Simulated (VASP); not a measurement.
# Zn (P6_3/mmc) in VASP: a series of runs

Runs on Zn. Level: PBE. Tasks: single point, relaxation of volume and atoms at fixed shape.

All numbers are computed with VASP 6.6.1; they aren't measurements. Logs are shortened: lines on timing, memory, paths and dates and some standing lists are left out, and cuts for length are marked.

**1. The cell of the first run**

The structure is hexagonal, space group P6_3/mmc (No. 194). Conventional cell: a = 2.661 Å, b = 2.661 Å, c = 4.949 Å, α = 90.00°, β = 90.00°, γ = 120.00°. Zn (site symmetry -6m2) has 12 Zn at 2.66 to 2.91 Å within 3.5 Å.

**2. Single point, PBE**

Input file INCAR:

```
ALGO     = Normal         # electronic algorithm
EDIFF    = 1E-6           # SCF threshold, eV
ENCUT    = 520            # plane-wave cutoff, eV
GGA      = PE             # functional
ISIF     = 2              # what is computed and relaxed
ISMEAR   = 0              # smearing method
LASPH    = T              # aspherical terms in the spheres
LCHARG   = F              # write CHGCAR
LREAL    = F              # projectors in reciprocal space
LWAVE    = F              # write WAVECAR
NBANDS   = 19             # bands
NELM     = 80             # most SCF steps
PREC     = Accurate       # precision mode
SIGMA    = 0.05           # smearing width, eV
```

Input file KPOINTS:

```
k-points
0
Gamma
  11 11 5
```

Input file POSCAR:

```
Zn
1.0
    2.6608100501      0.0000000000      0.0000000000
   -1.3304050251      2.3043290980      0.0000000000
    0.0000000000      0.0000000000      4.9489071976
Zn
2
Direct
    0.3333333333      0.6666666667      0.2500000000
    0.6666666667      0.3333333333      0.7500000000
```

Potentials or basis: VASP PAW PBE potentials, release 64 (Zn).

The run is started by

```console
> cat potpaw_PBE.64/Zn/POTCAR > POTCAR
> mpirun -np 1 vasp_std > vasp.out
```

OUTCAR:

```text
EDIFF = 1E-6
   ENCUT = 520
   GGA = PE
   ISIF = 2
   ISMEAR = 0
   LASPH = T
   LREAL = F
   NELM = 80
   PREC = Accurate

 ion  position               nearest neighbor table
   1  0.333  0.667  0.250-   2 2.91   2 2.91   2 2.91   2 2.91   2 2.91   2 2.91
   2  0.667  0.333  0.750-   1 2.91   1 2.91   1 2.91   1 2.91   1 2.91   1 2.91

  LATTYP: Found a hexagonal cell.
 ALAT       =     2.6608100501
 C/A-ratio  =     1.8599250245

  Lattice vectors:

 A1 = (   2.6608100501,   0.0000000000,   0.0000000000)
 A2 = (  -1.3304050251,   2.3043290980,   0.0000000000)
 A3 = (   0.0000000000,   0.0000000000,   4.9489071976)

Analysis of symmetry for initial positions (statically):
=====================================================================
 Subroutine PRICEL returns:
 Original cell was already a primitive cell.

 Routine SETGRP: Setting up the symmetry group for a
 hexagonal supercell.

 Subroutine GETGRP returns: Found 24 space group operations
 (whereof 12 operations were pure point group operations)
 out of a pool of 24 trial point group operations.

The static configuration has the point symmetry D_3d.
 The point group associated with its full space group is D_6h.

Analysis of symmetry for dynamics (positions and initial velocities):
=====================================================================
 Subroutine PRICEL returns:
 Original cell was already a primitive cell.

 Routine SETGRP: Setting up the symmetry group for a
 hexagonal supercell.

 Subroutine GETGRP returns: Found 24 space group operations
 (whereof 12 operations were pure point group operations)
 out of a pool of 24 trial point group operations.

The dynamic configuration has the point symmetry D_3d.
 The point group associated with its full space group is D_6h.

 Subroutine INISYM returns: Found 24 space group operations
 (whereof 12 operations are pure point group operations),
 and found     1 'primitive' translations

----------------------------------------------------------------------------------------

                                     Primitive cell

  volume of cell :      30.3436

  direct lattice vectors                    reciprocal lattice vectors
     2.660810050  0.000000000  0.000000000     0.375825399  0.216982896  0.000000000
    -1.330405025  2.304329098  0.000000000     0.000000000  0.433965791  0.000000000
     0.000000000  0.000000000  4.948907198     0.000000000  0.000000000  0.202064811

  length of vectors
     2.660810050  2.660810050  4.948907198     0.433965791  0.433965791  0.202064811

  position of ions in fractional coordinates (direct lattice)
     0.333333333  0.666666667  0.250000000
     0.666666667  0.333333333  0.750000000

  ion indices of the primitive-cell ions
   primitive index   ion index
                 1           1
                 2           2

----------------------------------------------------------------------------------------

 KPOINTS: k-points

Automatic generation of k-mesh.
 Grid dimensions read from file:
 generate k-points for:   11   11    5

 Generating k-lattice:

  Cartesian coordinates                     Fractional coordinates (reciprocal lattice)
     0.034165945  0.019725718  0.000000000     0.090909091  0.000000000  0.000000000
     0.000000000  0.039451436  0.000000000     0.000000000  0.090909091  0.000000000
     0.000000000  0.000000000  0.040412962     0.000000000  0.000000000  0.200000000

  Length of vectors
     0.039451436  0.039451436  0.040412962

  Shift w.r.t. Gamma in fractional coordinates (k-lattice)
     0.000000000  0.000000000  0.000000000

 Subroutine IBZKPT returns following result:
 ===========================================

 Found     48 irreducible k-points:

 Following reciprocal coordinates:
            Coordinates               Weight
  0.000000  0.000000  0.000000      1.000000
  0.090909  0.000000  0.000000      6.000000
  0.181818  0.000000  0.000000      6.000000
  0.272727  0.000000  0.000000      6.000000
  0.363636 -0.000000  0.000000      6.000000
  0.454545  0.000000  0.000000      6.000000
[... 16 lines left out ...]
  0.090909  0.090909  0.200000     12.000000
  0.181818  0.090909  0.200000     24.000000
 [... further k-points ...]
   k-points           NKPTS =     48   k-points in BZ     NKDIM =     48   number of bands    NBANDS=     19
   number of dos      NEDOS =    301   number of ions     NIONS =      2
   total plane-waves  NPLWV =  16000
   dimension x,y,z NGX =    20 NGY =   20 NGZ =   40
   dimension x,y,z NGXF=    40 NGYF=   40 NGZF=   80
   ions per type =               2
   NGX,Y,Z   is equivalent  to a cutoff of  12.50, 12.50, 13.44 a.u.
   NGXF,Y,Z  is equivalent  to a cutoff of  24.99, 24.99, 26.87 a.u.
 SYSTEM =  unknown system
   PREC   = accura    normal or accurate (medium, high low for compatibility)
   ISTART =      0    job   : 0-new  1-cont  2-samecut
   ICHARG =      2    charge: 1-file 2-atom 10-const
   ISPIN  =      1    spin polarized calculation?
   LNONCOLLINEAR =      F non collinear calculations
   LSORBIT =      F    spin-orbit coupling
   LASPH  =      T    aspherical Exc in radial PAW
   ENCUT  =  520.0 eV  38.22 Ry    6.18 a.u.   4.95  4.95  9.20*2*pi/ulx,y,z
   NELM   =     80;   NELMIN=  2; NELMDL= -5     # of ELM steps
   EDIFF  = 0.1E-05   stopping-criterion for ELM
   LREAL  =      F    real-space projection
   EDIFFG = 0.1E-04   stopping-criterion for IOM
   NSW    =      0    number of steps for IOM
   IBRION =     -1    ionic relax: 0-MD 1-quasi-New 2-CG
   NFREE  =      0    steps in history (QN), initial steepest desc. (CG)
   ISIF   =      2    stress and relaxation
   ISYM   =      2    0-nonsym 1-usesym 2-fastsym
   POTIM  = 0.5000    time-step for ionic-motion
   TEBEG  =    0.0;   TEEND  =   0.0 temperature during run
   PSTRESS=    0.0 pullay stress
   NELECT =      24.0000    total number of electrons
   NUPDOWN=      -1.0000    fix difference up-down
   EMIN   =  10.00;   EMAX   =-10.00  energy-range for DOS
   EFERMI =   0.00;   METHOD = LEGACY
   ISMEAR =     0;   SIGMA  =   0.05  broadening in eV -4-tet -1-fermi 0-gaus
   EFERMI_NEDOS =   21; number of points for ismear=-14 and -15
   IALGO  =     38    algorithm
   IMIX   =      4    mixing-type and parameters
     AMIX     =   0.40;   BMIX     =  1.00
     AMIX_MAG =   1.60;   BMIX_MAG =  1.00
  volume/ion in A,a.u.               =      15.17       102.38
  Fermi-wavevector in a.u.,A,eV,Ry     =   1.513989  2.861024 31.186761  2.292162
  Thomas-Fermi vector in A             =   2.623706
   LORBIT       =      0    0 simple, 1 ext, 2 COOP (PROOUT), +10 PAW based schemes
   GGA     = PE    functional components
   LHFCALC =     F    Hartree Fock is set to
   AEXX    =    0.0000 exact exchange contribution
   IVDW    =     0    specifies the selected vdW correction
   LEPSILON=     F    determine dielectric tensor
   LRPA    =     F    only Hartree local field effects (RPA)
 non-spin polarized calculation
 Gauss-broadening in eV      SIGMA  =   0.05
  energy-cutoff  :      520.00
  volume of cell :       30.34
 maximum number of plane-waves:       837
 NGX is ok and might be reduce to    20
   NGX =  9   NGY =  9   NGZ = 19

 number of electron      24.0000014 magnetization

 Free energy of the ion-electron system (eV)
  ---------------------------------------------------
  ext. energy  EPLUGINS =         0.00000000
  ---------------------------------------------------
  free energy    TOTEN  =        -2.19826494 eV

  energy without entropy =       -2.19725840  energy(sigma->0) =       -2.19776167

 E-fermi :   3.1982     XC(G=0): -11.5645

 val. band max:        3.1921495147   @ k =   0.3636   0.2727   0.4000
 cond. band min:       3.2278693485   @ k =   0.3636   0.2727   0.4000
 fundamental gap:      0.0357198338
 Fermi energy:         3.1981962525

 k-point     1 :       0.0000    0.0000    0.0000
  band No.  band energies     occupation
      1      -7.2920      2.00000
      2      -5.4933      2.00000
      3      -4.7943      2.00000
      4      -4.5593      2.00000
      5      -4.5593      2.00000
      6      -4.5096      2.00000
[... 11 lines left out ...]
     18      22.2704      0.00000
     19      22.2744      0.00000

 k-point     2 :       0.0909    0.0000    0.0000
  band No.  band energies     occupation
      1      -7.0469      2.00000
      2      -5.3892      2.00000
      3      -4.7708      2.00000
      4      -4.5816      2.00000
      5      -4.5336      2.00000
      6      -4.5020      2.00000
[... 11 lines left out ...]
     18      20.9968      0.00000
     19      22.9070      0.00000

 k-point     3 :       0.1818    0.0000    0.0000
  band No.  band energies     occupation
      1      -6.3453      2.00000
      2      -5.1651      2.00000
      3      -4.7378      2.00000
      4      -4.6249      2.00000
      5      -4.5018      2.00000
      6      -4.4687      2.00000
[... 11 lines left out ...]
     18      19.2932      0.00000
     19      19.8659      0.00000

 k-point     4 :       0.2727    0.0000    0.0000
  band No.  band energies     occupation
      1      -5.4735      2.00000
      2      -5.0995      2.00000
      3      -4.7450      2.00000
      4      -4.6404      2.00000
      5      -4.5314      2.00000
      6      -4.3898      2.00000
[... 11 lines left out ...]
     18      18.3924      0.00000
     19      19.5274      0.00000

 k-point     5 :       0.3636   -0.0000    0.0000
  band No.  band energies     occupation
      1      -5.2459      2.00000
      2      -5.1643      2.00000
      3      -4.9427      2.00000
      4      -4.5036      2.00000
      5      -4.5002      2.00000
      6      -4.3774      2.00000
[... 11 lines left out ...]
     18      17.7903      0.00000
     19      19.3240      0.00000
[... 334 lines left out ...]
      2      -5.1770      2.00000
      3      -4.9160      2.00000
      4      -4.7122      2.00000
      5      -4.3847      2.00000
      6      -4.3433      2.00000
[... 11 lines left out ...]
     18      17.6711      0.00000
     19      18.2025      0.00000

 k-point    22 :       0.4545    0.0000    0.2000
  band No.  band energies     occupation
      1      -5.2790      2.00000
      2      -5.2579      2.00000
      3      -4.9928      2.00000
      4      -4.7357      2.00000
      5      -4.3714      2.00000
      6      -4.3180      2.00000
[... 11 lines left out ...]
     18      17.5982      0.00000
     19      17.6011      0.00000

 k-point    23 :       0.0909    0.0909    0.2000
  band No.  band energies     occupation
      1      -6.3445      2.00000
      2      -5.2115      2.00000
      3      -4.7438      2.00000
      4      -4.6334      2.00000
      5      -4.6082      2.00000
      6      -4.3958      2.00000
[... 11 lines left out ...]
     18      19.1714      0.00000
     19      22.3817      0.00000

 k-point    24 :       0.1818    0.0909    0.2000
  band No.  band energies     occupation
      1      -5.5541      2.00000
      2      -5.0043      2.00000
      3      -4.7414      2.00000
      4      -4.7004      2.00000
      5      -4.6477      2.00000
      6      -4.5178      2.00000
[... 11 lines left out ...]
     18      17.4337      0.00000
     19      20.2704      0.00000

 [... further k-points ...]
[... 5 lines left out ...]
  --------------------------------------------------------------------------------------
  -------------------------------------------------------------------------------------
  Total        0.2805599      0.2805599     -0.3652344     -0.0000000      0.0000000      0.0000000
  in kB       14.8138677     14.8138677    -19.2847765     -0.0000000      0.0000000      0.0000000
  external PRESSURE =       3.4476530 kB  Pullay stress =       0.0000000 kB

 VOLUME and BASIS-vectors are now :
 -----------------------------------------------------------------------------
  energy-cutoff  :      520.00
  volume of cell :       30.34
      direct lattice vectors                 reciprocal lattice vectors
     2.660810050  0.000000000  0.000000000     0.375825399  0.216982896  0.000000000
    -1.330405025  2.304329098  0.000000000     0.000000000  0.433965791  0.000000000
     0.000000000  0.000000000  4.948907198     0.000000000  0.000000000  0.202064811

 POSITION                                       TOTAL-FORCE (eV/Angst)
 -----------------------------------------------------------------------------------
     -0.00000      1.53622      1.23723        -0.000000      0.000000      0.000000
      1.33041      0.76811      3.71168         0.000000      0.000000      0.000000
 -----------------------------------------------------------------------------------
    total drift:                               -0.000000      0.000000      0.000000

  FREE ENERGIE OF THE ION-ELECTRON SYSTEM (eV)
  ---------------------------------------------------
  free  energy   TOTEN  =        -2.1982649372 eV

  energy  without entropy=       -2.1972583973  energy(sigma->0) =       -2.19776167
```

Run time: 12 s. Hardware: 1 thread of Intel Xeon 6975P-C, shared host; peak memory 0.15 GiB.

Results:

* Free energy: -2.1983 eV
* Pressure: 0.3 GPa
* Band gap on the k mesh: zero (band 12 reaches 4.85 eV, above the bottom of band 13 at 0.07 eV)

Stress tensor (GPa, compression positive):
```
 1.48  0.00  0.00
 0.00  1.48  0.00
 0.00  0.00 -1.93
```

Levels at points of the mesh, in eV from the Fermi level:
```csv
k point,band 9,band 10,band 11,band 12,band 13,band 14,band 15,band 16
"(0.00, 0.00, 0.00)",-7.38,-7.17,-7.17,-3.72,-3.13,13.51,17.16,17.43
```

**3. Relaxation of volume and atoms at fixed shape, PBE**

This run uses another cell than the first one, of 15.33 Å³/atom, 1.010 times its volume.

Input file INCAR:

```
ALGO = Normal ; EDIFF = 1E-6
EDIFFG = -0.01 ; ENCUT = 600
GGA = PE ; IBRION = 2
ISIF = 8 ; ISMEAR = 0
LASPH = True ; LCHARG = False
LREAL = False ; LWAVE = False
NELM = 80 ; NSW = 80
PREC = Accurate ; SIGMA = 0.05
```

KPOINTS is that of step 2.

Input file POSCAR:

```
Zn
1.0
    2.6700000000      0.0000000000      0.0000000000
   -1.3350000000      2.3122880000      0.0000000000
    0.0000000000      0.0000000000      4.9660000000
Zn
2
Direct
    0.3333333333      0.6666666667      0.2500000000
    0.6666666667      0.3333333333      0.7500000000
```

Potentials or basis: VASP PAW PBE potentials, release 64 (Zn).

The run is started by

```console
> cat potpaw_PBE.64/Zn/POTCAR > POTCAR
> mpirun -np 1 vasp_std > vasp.out
```

It took 21 s on 1 thread of Intel Xeon 6975P-C, shared host; peak memory 0.17 GiB.

It converged, with:

* Free energy: -2.1980 eV
* Relaxed volume: 15.23 Å³/atom
* Relaxed cell: a = 2.664 Å, b = 2.664 Å, c = 4.955 Å, α = 90.00°, β = 90.00°, γ = 120.00°
* Space group after relaxing (to 0.05 Å): P6_3/mmc (No. 194)
* Energy gained by relaxing: 0.2 meV/atom
* Ionic steps: 2
* Pressure after relaxing: 0.0 GPa
* Band gap on the k mesh: zero (band 12 reaches 4.82 eV, above the bottom of band 13 at 0.04 eV)

Stress tensor (GPa, compression positive):
```
 1.11  0.00  0.00
 0.00  1.11  0.00
 0.00  0.00 -2.20
```

The path:
| step | energy change (eV) | largest force (eV/Å) | pressure (GPa) | volume (Å³) |
| --- | --- | --- | --- | --- |
| 1 | 0.0000 | 0.0000 | -0.47 | 30.66 |
| 2 | -0.0003 | 0.0000 | 0.01 | 30.46 |

Final structure:
```yaml
crystal:
  lattice:
    - [2.66427, 0.00000, 0.00000]
    - [-1.33213, 2.30732, 0.00000]
    - [0.00000, 0.00000, 4.95534]
  atoms:
    - { symbol: Zn, position: [0.33333, 0.66667, 0.25000] }
    - { symbol: Zn, position: [0.66667, 0.33333, 0.75000] }
```

Levels at points of the mesh, in eV from the Fermi level:
```csv
k point,band 10,band 11,band 12,band 13,band 14,band 15
"(0.00, 0.00, 0.00)",-7.17,-7.17,-3.70,-3.13,13.47,17.12
```
